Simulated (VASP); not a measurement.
# SnO2 (P4_2/mnm) in VASP: notebook

SnO2 is run at these levels: PBE; tasks: single point.

All numbers are computed with VASP 6.6.1; they aren't measurements. Logs are shortened: lines on timing, memory, paths and dates and some standing lists are left out, and cuts for length are marked.

**1. The cell of the first run**

It takes space group P4_2/mnm (No. 136, tetragonal). The conventional cell has a = 4.822 Å, b = 4.822 Å, c = 3.245 Å, α = 90.00°, β = 90.00°, γ = 90.00°. Within 2.8 Å of Sn (site symmetry mmm) lie 6 O at 2.09 Å. Within 2.8 Å of O (site symmetry m2m) lie 3 Sn at 2.09 Å and 1 O at 2.63 Å.

**2. Single point, PBE**

The input, INCAR:

```
SYSTEM = SnO2
  PREC = Accurate
  ENCUT = 600
  EDIFF = 1E-6
  ISMEAR = 0
  SIGMA = 0.1
  LREAL = .False.
  LASPH = .True.
  NELM = 120
  ALGO = Normal
  ISIF = 2
  LWAVE = .False.
  LCHARG = .True.
  GGA = PE
  LELF = .True.
  LVHAR = .True.
  NBANDS = 35
  GGA_COMPAT = .False.
```

The input, KPOINTS:

```
Automatic mesh
0
Gamma
  4 4 6
  0 0 0
```

The input, POSCAR:

```
SnO2
1.0
    4.8221305616      0.0000000000      0.0000000000
    0.0000000000      4.8221305616      0.0000000000
    0.0000000000      0.0000000000      3.2450815729
Sn O
2 4
Direct
    0.0000000000      0.0000000000      0.0000000000
    0.5000000000      0.5000000000      0.5000000000
    0.6930000000      0.6930000000      0.0000000000
    0.3070000000      0.3070000000      0.0000000000
    0.8070000000      0.1930000000      0.5000000000
    0.1930000000      0.8070000000      0.5000000000
```

Potentials or basis: VASP PAW PBE potentials, release 64 (Sn_d, O).

On the command line:

```sh
> cat potpaw_PBE.64/Sn_d/POTCAR potpaw_PBE.64/O/POTCAR > POTCAR
> mpirun -np 1 vasp_std > vasp.out
```

OUTCAR:

```text
SYSTEM = SnO2
   PREC = Accurate
   ENCUT = 600
   EDIFF = 1E-6
   ISMEAR = 0
   LREAL = .False.
   LASPH = .True.
   NELM = 120
   ISIF = 2
   GGA = PE

 ion  position               nearest neighbor table
   1  0.000  0.000  0.000-   5 2.09   6 2.09   5 2.09   6 2.09   3 2.09   4 2.09
   2  0.500  0.500  0.500-   3 2.09   4 2.09   3 2.09   4 2.09   5 2.09   6 2.09
   3  0.693  0.693  0.000-   2 2.09   2 2.09   1 2.09
   4  0.307  0.307  0.000-   2 2.09   2 2.09   1 2.09
   5  0.807  0.193  0.500-   1 2.09   1 2.09   2 2.09
   6  0.193  0.807  0.500-   1 2.09   1 2.09   2 2.09

  LATTYP: Found a simple tetragonal cell.
 ALAT       =     4.8221305616
 C/A-ratio  =     0.6729559748

  Lattice vectors:

 A1 = (   4.8221305616,   0.0000000000,   0.0000000000)
 A2 = (   0.0000000000,   4.8221305616,   0.0000000000)
 A3 = (   0.0000000000,   0.0000000000,   3.2450815729)

Analysis of symmetry for initial positions (statically):
=====================================================================
 Subroutine PRICEL returns:
 Original cell was already a primitive cell.

 Routine SETGRP: Setting up the symmetry group for a
 simple tetragonal supercell.

 Subroutine GETGRP returns: Found 16 space group operations
 (whereof  8 operations were pure point group operations)
 out of a pool of 16 trial point group operations.

The static configuration has the point symmetry D_2h.
 The point group associated with its full space group is D_4h.

Analysis of symmetry for dynamics (positions and initial velocities):
=====================================================================
 Subroutine PRICEL returns:
 Original cell was already a primitive cell.

 Routine SETGRP: Setting up the symmetry group for a
 simple tetragonal supercell.

 Subroutine GETGRP returns: Found 16 space group operations
 (whereof  8 operations were pure point group operations)
 out of a pool of 16 trial point group operations.

The dynamic configuration has the point symmetry D_2h.
 The point group associated with its full space group is D_4h.

 Subroutine INISYM returns: Found 16 space group operations
 (whereof  8 operations are pure point group operations),
 and found     1 'primitive' translations

----------------------------------------------------------------------------------------

                                     Primitive cell

  volume of cell :      75.4577

  direct lattice vectors                    reciprocal lattice vectors
     4.822130562  0.000000000  0.000000000     0.207377214  0.000000000  0.000000000
     0.000000000  4.822130562  0.000000000     0.000000000  0.207377214  0.000000000
     0.000000000  0.000000000  3.245081573     0.000000000  0.000000000  0.308158663

  length of vectors
     4.822130562  4.822130562  3.245081573     0.207377214  0.207377214  0.308158663

  position of ions in fractional coordinates (direct lattice)
     0.000000000  0.000000000  0.000000000
     0.500000000  0.500000000  0.500000000
     0.693000000  0.693000000  0.000000000
     0.307000000  0.307000000  0.000000000
     0.807000000  0.193000000  0.500000000
     0.193000000  0.807000000  0.500000000

  ion indices of the primitive-cell ions
   primitive index   ion index
                 1           1
                 2           2
                 3           3
                 4           4
                 5           5
                 6           6

----------------------------------------------------------------------------------------

 KPOINTS: Automatic mesh

Automatic generation of k-mesh.
 Grid dimensions read from file:
 generate k-points for:    4    4    6

 Generating k-lattice:

  Cartesian coordinates                     Fractional coordinates (reciprocal lattice)
     0.051844303  0.000000000  0.000000000     0.250000000  0.000000000  0.000000000
     0.000000000  0.051844303  0.000000000     0.000000000  0.250000000  0.000000000
     0.000000000  0.000000000  0.051359777     0.000000000  0.000000000  0.166666667

  Length of vectors
     0.051844303  0.051844303  0.051359777

  Shift w.r.t. Gamma in fractional coordinates (k-lattice)
     0.000000000  0.000000000  0.000000000

 Subroutine IBZKPT returns following result:
 ===========================================

 Found     24 irreducible k-points:

 Following reciprocal coordinates:
            Coordinates               Weight
  0.000000  0.000000  0.000000      1.000000
  0.250000  0.000000  0.000000      4.000000
  0.500000  0.000000  0.000000      2.000000
  0.250000  0.250000  0.000000      4.000000
  0.500000  0.250000  0.000000      4.000000
  0.500000  0.500000  0.000000      1.000000
[... 16 lines left out ...]
  0.500000  0.250000  0.500000      4.000000
  0.500000  0.500000  0.500000      1.000000
   k-points           NKPTS =     24   k-points in BZ     NKDIM =     24   number of bands    NBANDS=     35
   number of dos      NEDOS =    301   number of ions     NIONS =      6
   total plane-waves  NPLWV =  44800
   dimension x,y,z NGX =    40 NGY =   40 NGZ =   28
   dimension x,y,z NGXF=    80 NGYF=   80 NGZF=   56
   ions per type =               2   4
   NGX,Y,Z   is equivalent  to a cutoff of  13.79, 13.79, 14.34 a.u.
   NGXF,Y,Z  is equivalent  to a cutoff of  27.58, 27.58, 28.69 a.u.
 SYSTEM =  SnO2
   PREC   = accura    normal or accurate (medium, high low for compatibility)
   ISTART =      0    job   : 0-new  1-cont  2-samecut
   ICHARG =      2    charge: 1-file 2-atom 10-const
   ISPIN  =      1    spin polarized calculation?
   LNONCOLLINEAR =      F non collinear calculations
   LSORBIT =      F    spin-orbit coupling
   LASPH  =      T    aspherical Exc in radial PAW
   ENCUT  =  600.0 eV  44.10 Ry    6.64 a.u.   9.63  9.63  6.48*2*pi/ulx,y,z
   NELM   =    120;   NELMIN=  2; NELMDL= -5     # of ELM steps
   EDIFF  = 0.1E-05   stopping-criterion for ELM
   LREAL  =      F    real-space projection
[... 7 lines left out ...]
   TEBEG  =    0.0;   TEEND  =   0.0 temperature during run
   PSTRESS=    0.0 pullay stress
   NELECT =      52.0000    total number of electrons
   NUPDOWN=      -1.0000    fix difference up-down
   EMIN   =  10.00;   EMAX   =-10.00  energy-range for DOS
   EFERMI =   0.00;   METHOD = LEGACY
   ISMEAR =     0;   SIGMA  =   0.10  broadening in eV -4-tet -1-fermi 0-gaus
   EFERMI_NEDOS =   21; number of points for ismear=-14 and -15
   IALGO  =     38    algorithm
   IMIX   =      4    mixing-type and parameters
     AMIX     =   0.40;   BMIX     =  1.00
     AMIX_MAG =   1.60;   BMIX_MAG =  1.00
  volume/ion in A,a.u.               =      12.58        84.87
  Fermi-wavevector in a.u.,A,eV,Ry     =   1.446022  2.732584 28.449487  2.090978
  Thomas-Fermi vector in A             =   2.564137
   LORBIT       =      0    0 simple, 1 ext, 2 COOP (PROOUT), +10 PAW based schemes
   GGA     = PE    functional components
   LHFCALC =     F    Hartree Fock is set to
   AEXX    =    0.0000 exact exchange contribution
   IVDW    =     0    specifies the selected vdW correction
   LEPSILON=     F    determine dielectric tensor
   LRPA    =     F    only Hartree local field effects (RPA)
 non-spin polarized calculation
 Gauss-broadening in eV      SIGMA  =   0.10
  energy-cutoff  :      600.00
  volume of cell :       75.46
 maximum number of plane-waves:      2553
 NGX is ok and might be reduce to    40
   NGX = 19   NGY = 19   NGZ = 13

 number of electron      52.0000002 magnetization

 Free energy of the ion-electron system (eV)
  ---------------------------------------------------
  ext. energy  EPLUGINS =         0.00000000
  ---------------------------------------------------
  free energy    TOTEN  =       -37.31803207 eV

  energy without entropy =      -37.31803205  energy(sigma->0) =      -37.31803206

 E-fermi :   5.8639     XC(G=0): -10.9768

 val. band max:        5.5306155381   @ k =   0.0000   0.0000   0.0000
 cond. band min:       6.1971243896   @ k =   0.0000   0.0000   0.0000
 fundamental gap:      0.6665088515
 Fermi energy:         5.8638937513

 k-point     1 :       0.0000    0.0000    0.0000
  band No.  band energies     occupation
      1     -15.5005      2.00000
      2     -14.8355      2.00000
      3     -14.6448      2.00000
      4     -14.6186      2.00000
      5     -14.6186      2.00000
      6     -14.5536      2.00000
[... 27 lines left out ...]
     34      17.0162      0.00000
     35      17.8068      0.00000

 k-point     2 :       0.2500    0.0000    0.0000
  band No.  band energies     occupation
      1     -15.4171      2.00000
      2     -14.9332      2.00000
      3     -14.6431      2.00000
      4     -14.6156      2.00000
      5     -14.6155      2.00000
      6     -14.6036      2.00000
[... 27 lines left out ...]
     34      17.2924      0.00000
     35      17.7722      0.00000

 k-point     3 :       0.5000    0.0000    0.0000
  band No.  band energies     occupation
      1     -15.1916      2.00000
      2     -15.1916      2.00000
      3     -14.6358      2.00000
      4     -14.6358      2.00000
      5     -14.6125      2.00000
      6     -14.6125      2.00000
[... 27 lines left out ...]
     34      17.5680      0.00000
     35      17.7416      0.00000
[... 723 lines left out ...]
 k-point    23 :       0.5000    0.2500    0.5000
  band No.  band energies     occupation
      1     -15.3787      2.00000
      2     -15.3787      2.00000
      3     -14.7431      2.00000
      4     -14.7431      2.00000
      5     -14.5063      2.00000
      6     -14.5063      2.00000
[... 27 lines left out ...]
     34      16.6283      0.00000
     35      18.0525      0.00000

 k-point    24 :       0.5000    0.5000    0.5000
  band No.  band energies     occupation
      1     -15.2929      2.00000
      2     -15.2929      2.00000
      3     -14.8761      2.00000
      4     -14.8761      2.00000
      5     -14.5028      2.00000
      6     -14.5028      2.00000
[... 27 lines left out ...]
     34      16.1642      0.00000
     35      18.3978      0.00000

------------------------ aborting loop because EDIFF is reached ----------------------------------------

  FORCE on cell =-STRESS in cart. coord.  units (eV):
  Direction    XX          YY          ZZ          XY          YZ          ZX
  --------------------------------------------------------------------------------------
  -------------------------------------------------------------------------------------
  Total        0.2307693      0.2307693      0.0822312      0.0000000      0.0000000      0.0000000
  in kB        4.8998758      4.8998758      1.7459977      0.0000000      0.0000000      0.0000000
  external PRESSURE =       3.8485831 kB  Pullay stress =       0.0000000 kB

 VOLUME and BASIS-vectors are now :
 -----------------------------------------------------------------------------
  energy-cutoff  :      600.00
  volume of cell :       75.46
      direct lattice vectors                 reciprocal lattice vectors
     4.822130562  0.000000000  0.000000000     0.207377214  0.000000000  0.000000000
     0.000000000  4.822130562  0.000000000     0.000000000  0.207377214  0.000000000
     0.000000000  0.000000000  3.245081573     0.000000000  0.000000000  0.308158663

 POSITION                                       TOTAL-FORCE (eV/Angst)
 -----------------------------------------------------------------------------------
      0.00000      0.00000      0.00000         0.000000     -0.000000      0.000000
      2.41107      2.41107      1.62254         0.000000     -0.000000      0.000000
      3.34174      3.34174      0.00000         0.047596      0.047596      0.000000
      1.48039      1.48039      0.00000        -0.047596     -0.047596      0.000000
      3.89146      0.93067      1.62254        -0.047596      0.047596      0.000000
      0.93067      3.89146      1.62254         0.047596     -0.047596      0.000000
 -----------------------------------------------------------------------------------
    total drift:                                0.000000      0.000000     -0.000000

  FREE ENERGIE OF THE ION-ELECTRON SYSTEM (eV)
  ---------------------------------------------------
  free  energy   TOTEN  =       -37.3180320669 eV

  energy  without entropy=      -37.3180320492  energy(sigma->0) =      -37.31803206
```

Run time: 89 s. Hardware: 1 thread of Intel Xeon 8259CL, shared host; peak memory 0.23 GiB.

What came out:

- Free energy: -37.3180 eV
- Pressure: 0.4 GPa
- Largest force: 0.067 eV/Å
- Band gap on the k mesh: 0.67 eV

Forces in eV/Å, atoms in the order of the input:
```
Sn   0.000  0.000  0.000
Sn   0.000  0.000  0.000
O    0.048  0.048  0.000
O   -0.048 -0.048  0.000
O   -0.048  0.048  0.000
O    0.048 -0.048  0.000
```

Caveat: spin-orbit coupling is left out, which moves the levels of the heavy elements.

**3. Single point, PBE**

The input, INCAR:

```
ALGO = Normal ; EDIFF = 1E-6
ENCUT = 600 ; GGA = PE
GGA_COMPAT = F ; ISIF = 2
ISMEAR = 0 ; LASPH = T
LCHARG = F ; LREAL = F
LWAVE = F ; NBANDS = 35
NELM = 120 ; PREC = Accurate
SIGMA = 0.02
```

The input, KPOINTS:

```
k-points
0
Gamma
  6 6 8
```

The input, POSCAR:

```
SnO2
1.0
    4.8221305616      0.0000000000      0.0000000000
    0.0000000000      4.8221305616      0.0000000000
    0.0000000000      0.0000000000      3.2407226538
Sn O
2 4
Direct
    0.0000000000      0.0000000000      0.0000000000
    0.5000000000      0.5000000000      0.5000000000
    0.6934100700      0.6934100700      0.0000000000
    0.3065899300      0.3065899300      0.0000000000
    0.8065899300      0.1934100700      0.5000000000
    0.1934100700      0.8065899300      0.5000000000
```

Potentials or basis: VASP PAW PBE potentials, release 64 (Sn_d, O).

On the command line:

```sh
> cat potpaw_PBE.64/Sn_d/POTCAR potpaw_PBE.64/O/POTCAR > POTCAR
> mpirun -np 1 vasp_std > vasp.out
```

Wall time 3 min (1 thread of Intel Xeon 8259CL, shared host); peak memory 0.28 GiB.

It converged, with:

```yaml
Free_energy: -37.3197 eV
Pressure: 0.6 GPa
Largest_force: 0.019 eV/Å
Band_gap_on_the_k_mesh: 0.68 eV
```

Forces on the atoms (eV/Å):
```
Sn   0.000  0.000  0.000
Sn   0.000  0.000  0.000
O    0.013  0.013  0.000
O   -0.013 -0.013  0.000
O   -0.013  0.013  0.000
O    0.013 -0.013  0.000
```

Levels at points of the mesh, in eV from the valence-band top:
| k point | band 24 | band 25 | band 26 | band 27 | band 28 | band 29 |
| --- | --- | --- | --- | --- | --- | --- |
| (0.00, 0.00, 0.00) | -0.74 | -0.74 | 0.00 | 0.68 | 5.69 | 6.06 |
| (0.50, 0.00, 0.00) | -1.21 | -0.61 | -0.61 | 3.89 | 3.89 | 6.80 |
| (0.50, 0.50, 0.00) | -1.33 | -0.85 | -0.85 | 4.28 | 4.28 | 7.15 |
| (0.00, 0.00, 0.50) | -1.53 | -1.18 | -1.18 | 5.60 | 5.60 | 9.38 |
| (0.50, 0.00, 0.50) | -1.02 | -0.74 | -0.74 | 5.86 | 5.86 | 7.63 |
| (0.50, 0.50, 0.50) | -0.92 | -0.78 | -0.78 | 4.36 | 4.36 | 8.62 |

Caveat: spin-orbit coupling is left out, which moves the levels of the heavy elements.

**4. Single point, PBE**

The input, INCAR:

```
SYSTEM = SnO2
PREC = Accurate ; ENCUT = 600
EDIFF = 1E-6 ; ISMEAR = 0
SIGMA = 0.02 ; LREAL = .FALSE.
LASPH = .TRUE. ; NELM = 120
ALGO = Normal ; ISIF = 2
LWAVE = .FALSE. ; LCHARG = .TRUE.
GGA = PE ; LELF = .TRUE.
LVHAR = .TRUE. ; NBANDS = 35
GGA_COMPAT = .FALSE.
```

The input, KPOINTS:

```
Automatic mesh
0
G
  6 6 8
  0 0 0
```

The input, POSCAR:

```
SnO2
1.0
    4.8221305616      0.0000000000      0.0000000000
    0.0000000000      4.8221305616      0.0000000000
    0.0000000000      0.0000000000      3.2450815729
Sn O
2 4
Direct
    0.0000000000      0.0000000000      0.0000000000
    0.5000000000      0.5000000000      0.5000000000
    0.6930000000      0.6930000000      0.0000000000
    0.3070000000      0.3070000000      0.0000000000
    0.8070000000      0.1930000000      0.5000000000
    0.1930000000      0.8070000000      0.5000000000
```

On the command line:

```sh
> cat potpaw_PBE.64/Sn_d/POTCAR potpaw_PBE.64/O/POTCAR > POTCAR
> mpirun -np 1 vasp_std > vasp.out
```

It took 4 min on 1 thread of Intel Xeon 8259CL, shared host; peak memory 0.28 GiB.

Results (log left out):

* Free energy: -37.3197 eV
* Pressure: 0.4 GPa
* Largest force: 0.068 eV/Å
* Band gap on the k mesh: 0.67 eV

Forces in eV/Å, atoms in the order of the input:
```
Sn   0.000  0.000  0.000
Sn   0.000  0.000  0.000
O    0.048  0.048  0.000
O   -0.048 -0.048  0.000
O   -0.048  0.048  0.000
O    0.048 -0.048  0.000
```

Stress tensor (GPa, compression positive):
```
0.51 0.00 0.00
0.00 0.51 0.00
0.00 0.00 0.22
```

Levels at points of the mesh, in eV from the valence-band top:
| k point | band 22 | band 23 | band 24 | band 25 | band 26 | band 27 | band 28 | band 29 | band 30 | band 31 |
| --- | --- | --- | --- | --- | --- | --- | --- | --- | --- | --- |
| (0.00, 0.00, 0.00) | -1.26 | -1.26 | -0.74 | -0.74 | 0.00 | 0.67 | 5.65 | 6.05 | 6.05 | 10.11 |
| (0.50, 0.00, 0.00) | -1.88 | -1.21 | -1.21 | -0.60 | -0.60 | 3.88 | 3.88 | 6.78 | 6.78 | 10.41 |
| (0.50, 0.50, 0.00) | -1.86 | -1.33 | -1.33 | -0.85 | -0.85 | 4.25 | 4.25 | 7.13 | 7.13 | 10.49 |
| (0.00, 0.00, 0.50) | -2.56 | -1.52 | -1.52 | -1.18 | -1.18 | 5.59 | 5.59 | 9.38 | 9.38 | 10.27 |
| (0.50, 0.00, 0.50) | -1.66 | -1.01 | -1.01 | -0.74 | -0.74 | 5.86 | 5.86 | 7.62 | 7.62 | 10.55 |
| (0.50, 0.50, 0.50) | -2.43 | -0.92 | -0.92 | -0.77 | -0.77 | 4.37 | 4.37 | 8.60 | 8.60 | 10.54 |

Caveat: spin-orbit coupling is left out, which moves the levels of the heavy elements.

**5. Summary**

```csv
cell,k mesh,smearing,gap on the mesh (eV),pressure (GPa),largest force (eV/Å)
"a = 4.822, b = 4.822, c = 3.245 Å, 6 atoms",4 × 4 × 6,gaussian 0.1 eV,0.67,0.4,0.07
"a = 4.822, b = 4.822, c = 3.241 Å, 6 atoms",6 × 6 × 8,gaussian 0.02 eV,0.68,0.6,0.02
"a = 4.822, b = 4.822, c = 3.245 Å, 6 atoms",6 × 6 × 8,gaussian 0.02 eV,0.67,0.4,0.07
```

Alike in all rows: task single point; level PBE; potentials or basis VASP PAW PBE potentials, release 64 (Sn_d, O); no spin polarisation; cutoff (eV) 600.

Caveats: spin-orbit coupling is left out, which moves the levels of the heavy elements.

Absolute energies hang on the potentials; compare differences alone.
